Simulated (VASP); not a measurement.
# BaTiO3 (Pm-3m) in VASP: a series of runs

The runs below take BaTiO3 through single point, with LDA.

Everything below comes from runs of VASP 6.6.1. Logs are shortened: lines on timing, memory, paths and dates and some standing lists are left out, and cuts for length are marked.

## Step 1: The cell of the first run

It takes space group Pm-3m (No. 221, cubic). The conventional cell has a = 4.006 Å, b = 4.006 Å, c = 4.006 Å, α = 90.00°, β = 90.00°, γ = 90.00°. Ba (site symmetry m-3m) has 12 O at 2.83 Å and 8 Ti at 3.47 Å within 3.7 Å. Within 2.7 Å of Ti (site symmetry m-3m) lie 6 O at 2.00 Å. O (site symmetry 4/mmm) has 2 Ti at 2.00 Å within 2.7 Å.

## Step 2: Single point, LDA

Contents of INCAR:

```
PREC = Accurate
ENCUT = 1340
EDIFF = 1E-6
ISMEAR = 0
SIGMA = 0.01
LREAL = F
LASPH = T
NELM = 120
ALGO = Normal
ISIF = 2
LWAVE = F
LCHARG = F
GGA = CA
NBANDS = 28
GGA_COMPAT = F
```

Contents of KPOINTS:

```
regular mesh
0
Gamma
  6 6 6
```

Contents of POSCAR:

```
BaTiO3
1.0
    4.0060000000      0.0000000000      0.0000000000
    0.0000000000      4.0060000000      0.0000000000
    0.0000000000      0.0000000000      4.0060000000
Ba Ti O
1 1 3
Direct
    0.5000000000      0.5000000000      0.5000000000
    0.0000000000      0.0000000000      0.0000000000
    0.5000000000      0.0000000000      0.0000000000
    0.0000000000      0.5000000000      0.0000000000
    0.0000000000      0.0000000000      0.5000000000
```

Potentials or basis: VASP PAW LDA potentials, release 64 (Ba_sv, Ti_sv, O_h).

Started as:

```console
$ cat potpaw_LDA.64/Ba_sv/POTCAR potpaw_LDA.64/Ti_sv/POTCAR potpaw_LDA.64/O_h/POTCAR > POTCAR
$ mpirun -np 1 vasp_std > vasp.out
```

OUTCAR:

```text
PREC = Accurate
   ENCUT = 1340
   EDIFF = 1E-6
   ISMEAR = 0
   LREAL = F
   LASPH = T
   NELM = 120
   ISIF = 2
   GGA = CA

 ion  position               nearest neighbor table
   1  0.500  0.500  0.500-   3 2.83   4 2.83   5 2.83   3 2.83   4 2.83   3 2.83   5 2.83   3 2.83
                             4 2.83   5 2.83   4 2.83   5 2.83   2 3.47   2 3.47   2 3.47   2 3.47
   2  0.000  0.000  0.000-   3 2.00   4 2.00   5 2.00   5 2.00   4 2.00   3 2.00   1 3.47   1 3.47
                             1 3.47   1 3.47   1 3.47   1 3.47   1 3.47   1 3.47
   3  0.500  0.000  0.000-   2 2.00   2 2.00   1 2.83   1 2.83   1 2.83   1 2.83
   4  0.000  0.500  0.000-   2 2.00   2 2.00   1 2.83   1 2.83   1 2.83   1 2.83
   5  0.000  0.000  0.500-   2 2.00   2 2.00   1 2.83   1 2.83   1 2.83   1 2.83

  LATTYP: Found a simple cubic cell.
 ALAT       =     4.0060000000

  Lattice vectors:

 A1 = (   4.0060000000,   0.0000000000,   0.0000000000)
 A2 = (   0.0000000000,   4.0060000000,   0.0000000000)
 A3 = (   0.0000000000,   0.0000000000,   4.0060000000)

Analysis of symmetry for initial positions (statically):
=====================================================================
 Subroutine PRICEL returns:
 Original cell was already a primitive cell.

 Routine SETGRP: Setting up the symmetry group for a
 simple cubic supercell.

 Subroutine GETGRP returns: Found 48 space group operations
 (whereof 48 operations were pure point group operations)
 out of a pool of 48 trial point group operations.

The static configuration has the point symmetry O_h .

Analysis of symmetry for dynamics (positions and initial velocities):
=====================================================================
 Subroutine PRICEL returns:
 Original cell was already a primitive cell.

 Routine SETGRP: Setting up the symmetry group for a
 simple cubic supercell.

 Subroutine GETGRP returns: Found 48 space group operations
 (whereof 48 operations were pure point group operations)
 out of a pool of 48 trial point group operations.

The dynamic configuration has the point symmetry O_h .

 Subroutine INISYM returns: Found 48 space group operations
 (whereof 48 operations are pure point group operations),
 and found     1 'primitive' translations

----------------------------------------------------------------------------------------

                                     Primitive cell

  volume of cell :      64.2884

  direct lattice vectors                    reciprocal lattice vectors
     4.006000000  0.000000000  0.000000000     0.249625562  0.000000000  0.000000000
     0.000000000  4.006000000  0.000000000     0.000000000  0.249625562  0.000000000
     0.000000000  0.000000000  4.006000000     0.000000000  0.000000000  0.249625562

  length of vectors
     4.006000000  4.006000000  4.006000000     0.249625562  0.249625562  0.249625562

  position of ions in fractional coordinates (direct lattice)
     0.500000000  0.500000000  0.500000000
     0.000000000  0.000000000  0.000000000
     0.500000000  0.000000000  0.000000000
     0.000000000  0.500000000  0.000000000
     0.000000000  0.000000000  0.500000000

  ion indices of the primitive-cell ions
   primitive index   ion index
                 1           1
                 2           2
                 3           3
                 4           4
                 5           5

----------------------------------------------------------------------------------------

 KPOINTS: regular mesh

Automatic generation of k-mesh.
 Grid dimensions read from file:
 generate k-points for:    6    6    6

 Generating k-lattice:

  Cartesian coordinates                     Fractional coordinates (reciprocal lattice)
     0.041604260  0.000000000  0.000000000     0.166666667  0.000000000  0.000000000
     0.000000000  0.041604260  0.000000000     0.000000000  0.166666667  0.000000000
     0.000000000  0.000000000  0.041604260     0.000000000  0.000000000  0.166666667

  Length of vectors
     0.041604260  0.041604260  0.041604260

  Shift w.r.t. Gamma in fractional coordinates (k-lattice)
     0.000000000  0.000000000  0.000000000

 Subroutine IBZKPT returns following result:
 ===========================================

 Found     20 irreducible k-points:

 Following reciprocal coordinates:
            Coordinates               Weight
  0.000000  0.000000  0.000000      1.000000
  0.166667  0.000000  0.000000      6.000000
  0.333333  0.000000  0.000000      6.000000
  0.500000  0.000000  0.000000      3.000000
  0.166667  0.166667  0.000000     12.000000
  0.333333  0.166667  0.000000     24.000000
[... 12 lines left out ...]
  0.500000  0.500000  0.333333      6.000000
  0.500000  0.500000  0.500000      1.000000
   k-points           NKPTS =     20   k-points in BZ     NKDIM =     20   number of bands    NBANDS=     28
   number of dos      NEDOS =    301   number of ions     NIONS =      5
   total plane-waves  NPLWV = 110592
   dimension x,y,z NGX =    48 NGY =   48 NGZ =   48
   dimension x,y,z NGXF=    96 NGYF=   96 NGZF=   96
   ions per type =               1   1   3
   NGX,Y,Z   is equivalent  to a cutoff of  19.92, 19.92, 19.92 a.u.
   NGXF,Y,Z  is equivalent  to a cutoff of  39.84, 39.84, 39.84 a.u.
 SYSTEM =  unknown system
   PREC   = accura    normal or accurate (medium, high low for compatibility)
   ISTART =      0    job   : 0-new  1-cont  2-samecut
   ICHARG =      2    charge: 1-file 2-atom 10-const
   ISPIN  =      1    spin polarized calculation?
   LNONCOLLINEAR =      F non collinear calculations
   LSORBIT =      F    spin-orbit coupling
   LASPH  =      T    aspherical Exc in radial PAW
   ENCUT  = 1340.0 eV  98.49 Ry    9.92 a.u.  11.96 11.96 11.96*2*pi/ulx,y,z
   NELM   =    120;   NELMIN=  2; NELMDL= -5     # of ELM steps
   EDIFF  = 0.1E-05   stopping-criterion for ELM
   LREAL  =      F    real-space projection
   EDIFFG = 0.1E-04   stopping-criterion for IOM
   NSW    =      0    number of steps for IOM
   IBRION =     -1    ionic relax: 0-MD 1-quasi-New 2-CG
   NFREE  =      0    steps in history (QN), initial steepest desc. (CG)
   ISIF   =      2    stress and relaxation
   ISYM   =      2    0-nonsym 1-usesym 2-fastsym
   POTIM  = 0.5000    time-step for ionic-motion
   TEBEG  =    0.0;   TEEND  =   0.0 temperature during run
   PSTRESS=    0.0 pullay stress
   NELECT =      40.0000    total number of electrons
   NUPDOWN=      -1.0000    fix difference up-down
   EMIN   =  10.00;   EMAX   =-10.00  energy-range for DOS
   EFERMI =   0.00;   METHOD = LEGACY
   ISMEAR =     0;   SIGMA  =   0.01  broadening in eV -4-tet -1-fermi 0-gaus
   EFERMI_NEDOS =   21; number of points for ismear=-14 and -15
   IALGO  =     38    algorithm
   IMIX   =      4    mixing-type and parameters
     AMIX     =   0.40;   BMIX     =  1.00
     AMIX_MAG =   1.60;   BMIX_MAG =  1.00
  volume/ion in A,a.u.               =      12.86        86.77
  Fermi-wavevector in a.u.,A,eV,Ry     =   1.397603  2.641087 26.576187  1.953295
  Thomas-Fermi vector in A             =   2.520843
   LORBIT       =      0    0 simple, 1 ext, 2 COOP (PROOUT), +10 PAW based schemes
   GGA     = CA    functional components
   LHFCALC =     F    Hartree Fock is set to
   AEXX    =    0.0000 exact exchange contribution
   IVDW    =     0    specifies the selected vdW correction
   LEPSILON=     F    determine dielectric tensor
   LRPA    =     F    only Hartree local field effects (RPA)
 non-spin polarized calculation
 Gauss-broadening in eV      SIGMA  =   0.01
  energy-cutoff  :     1340.00
  volume of cell :       64.29
 maximum number of plane-waves:      7208
 NGX is ok and might be reduce to    48
   NGX = 23   NGY = 23   NGZ = 23

 number of electron      39.9999995 magnetization

 Free energy of the ion-electron system (eV)
  ---------------------------------------------------
  ext. energy  EPLUGINS =         0.00000000
  ---------------------------------------------------
  free energy    TOTEN  =       -44.12417662 eV

  energy without entropy =      -44.12417662  energy(sigma->0) =      -44.12417662

 E-fermi :   4.0362     XC(G=0): -11.7290

 val. band max:        3.8608204959   @ k =   0.5000   0.5000   0.5000
 cond. band min:       5.5181307104   @ k =   0.0000   0.0000   0.0000
 fundamental gap:      1.6573102145
 Fermi energy:         4.0362335598

 k-point     1 :       0.0000    0.0000    0.0000
  band No.  band energies     occupation
      1     -52.0322      2.00000
      2     -28.6446      2.00000
      3     -28.6446      2.00000
      4     -28.6446      2.00000
      5     -20.7963      2.00000
      6     -12.7092      2.00000
[... 20 lines left out ...]
     27       8.7552      0.00000
     28      11.0364      0.00000

 k-point     2 :       0.1667    0.0000    0.0000
  band No.  band energies     occupation
      1     -52.0319      2.00000
      2     -28.6579      2.00000
      3     -28.6440      2.00000
      4     -28.6440      2.00000
      5     -20.7664      2.00000
      6     -12.7334      2.00000
[... 20 lines left out ...]
     27       9.2982      0.00000
     28      11.6943      0.00000

 k-point     3 :       0.3333    0.0000    0.0000
  band No.  band energies     occupation
      1     -52.0314      2.00000
      2     -28.6844      2.00000
      3     -28.6430      2.00000
      4     -28.6430      2.00000
      5     -20.7054      2.00000
      6     -12.8688      2.00000
[... 20 lines left out ...]
     27      10.5613      0.00000
     28      12.0918      0.00000

 k-point     4 :       0.5000    0.0000    0.0000
  band No.  band energies     occupation
      1     -52.0311      2.00000
      2     -28.6976      2.00000
      3     -28.6424      2.00000
      4     -28.6424      2.00000
      5     -20.6742      2.00000
      6     -12.9585      2.00000
[... 454 lines left out ...]
     27      11.4878      0.00000
     28      11.5618      0.00000

 k-point    19 :       0.5000    0.5000    0.3333
  band No.  band energies     occupation
      1     -52.0293      2.00000
      2     -28.6919      2.00000
      3     -28.6919      2.00000
      4     -28.6786      2.00000
      5     -20.5445      2.00000
      6     -11.9126      2.00000
[... 20 lines left out ...]
     27      11.1906      0.00000
     28      11.5365      0.00000

 k-point    20 :       0.5000    0.5000    0.5000
  band No.  band energies     occupation
      1     -52.0291      2.00000
      2     -28.6913      2.00000
      3     -28.6913      2.00000
      4     -28.6913      2.00000
      5     -20.5271      2.00000
      6     -11.7594      2.00000
[... 20 lines left out ...]
     27      11.5366      0.00000
     28      11.5366      0.00000

------------------------ aborting loop because EDIFF is reached ----------------------------------------

  FORCE on cell =-STRESS in cart. coord.  units (eV):
  Direction    XX          YY          ZZ          XY          YZ          ZX
  --------------------------------------------------------------------------------------
  -------------------------------------------------------------------------------------
  Total       -2.9955728     -2.9955728     -2.9955728     -0.0000000     -0.0000000      0.0000000
  in kB      -74.6547800    -74.6547800    -74.6547800     -0.0000000     -0.0000000      0.0000000
  external PRESSURE =     -74.6547800 kB  Pullay stress =       0.0000000 kB

 VOLUME and BASIS-vectors are now :
 -----------------------------------------------------------------------------
  energy-cutoff  :     1340.00
  volume of cell :       64.29
      direct lattice vectors                 reciprocal lattice vectors
     4.006000000  0.000000000  0.000000000     0.249625562  0.000000000  0.000000000
     0.000000000  4.006000000  0.000000000     0.000000000  0.249625562  0.000000000
     0.000000000  0.000000000  4.006000000     0.000000000  0.000000000  0.249625562

 POSITION                                       TOTAL-FORCE (eV/Angst)
 -----------------------------------------------------------------------------------
      2.00300      2.00300      2.00300         0.000000      0.000000      0.000000
      0.00000      0.00000      0.00000         0.000000      0.000000      0.000000
      2.00300      0.00000      0.00000         0.000000      0.000000      0.000000
      0.00000      2.00300      0.00000         0.000000      0.000000      0.000000
      0.00000      0.00000      2.00300         0.000000      0.000000      0.000000
 -----------------------------------------------------------------------------------
    total drift:                                0.000000      0.000000      0.000000

  FREE ENERGIE OF THE ION-ELECTRON SYSTEM (eV)
  ---------------------------------------------------
  free  energy   TOTEN  =       -44.1241766192 eV

  energy  without entropy=      -44.1241766192  energy(sigma->0) =      -44.12417662
```

Wall time 2.3 min (1 thread of AMD EPYC 7R13 (Zen 3), shared host); peak memory 0.34 GiB.

What came out:

| Item | Value |
| --- | --- |
| Free energy | -44.1242 eV |
| Pressure | -7.5 GPa |
| Band gap on the k mesh | 1.66 eV (least direct gap 1.80 eV) |

Caveat: the cell stands under tension; spin-orbit coupling is left out, which moves the levels of the heavy elements. A k mesh can miss the band edges.

## Step 3: Single point, LDA

This run uses another cell than the first one, of 11.31 Å³/atom.

Contents of INCAR:

```
  PREC = Accurate
  ENCUT = 1340
  EDIFF = 1E-6
  ISMEAR = 0
  SIGMA = 0.01
  LREAL = F
  LASPH = T
  NELM = 120
  ALGO = Normal
  ISIF = 2
  LWAVE = F
  LCHARG = F
  GGA = CA
  NBANDS = 28
  GGA_COMPAT = F
```

Contents of KPOINTS:

```
Automatic mesh
0
Gamma
  6 6 6
```

POSCAR, as its differences from that of step 2:

```diff
@@ -2,5 +2,5 @@
 1.0
-    4.0060000000      0.0000000000      0.0000000000
-    0.0000000000      4.0060000000      0.0000000000
-    0.0000000000      0.0000000000      4.0060000000
+    3.8388855895      0.0000000000      0.0000000000
+    0.0000000000      3.8388855895      0.0000000000
+    0.0000000000      0.0000000000      3.8388855895
 Ba Ti O
```

Potentials or basis: VASP PAW LDA potentials, release 64 (Ba_sv, Ti_sv, O_h).

Started as:

```console
$ cat potpaw_LDA.64/Ba_sv/POTCAR potpaw_LDA.64/Ti_sv/POTCAR potpaw_LDA.64/O_h/POTCAR > POTCAR
$ mpirun -np 1 vasp_std > vasp.out
```

It took 2.3 min on 1 thread of Intel Xeon Platinum 8259CL at 2.50GHz (Skylake/Cascade Lake), shared host; peak memory 0.35 GiB.

It converged, with:

```yaml
Free_energy: -43.8807 eV
Pressure: 20.2 GPa
Band_gap_on_the_k_mesh: 1.87 eV
```

Levels at points of the mesh, in eV from the valence-band top:
```
           k point  band 17  band 18  band 19  band 20  band 21  band 22  band 23  band 24
(0.00, 0.00, 0.00)    -1.34     0.00     0.00     0.00     1.87     1.87     1.87     4.74
(0.50, 0.00, 0.00)    -2.00    -2.00    -0.69    -0.69     2.10     4.10     4.10     4.87
(0.50, 0.50, 0.00)    -1.64    -0.76    -0.76    -0.12     4.12     4.12     4.57     5.91
(0.50, 0.50, 0.50)    -2.29    -0.01    -0.01    -0.01     4.96     4.96     4.96     7.25
```

Caveat: the cell stands under pressure; spin-orbit coupling is left out, which moves the levels of the heavy elements. Expect the measured gap to be larger: semilocal functionals such as LDA lack the derivative discontinuity.
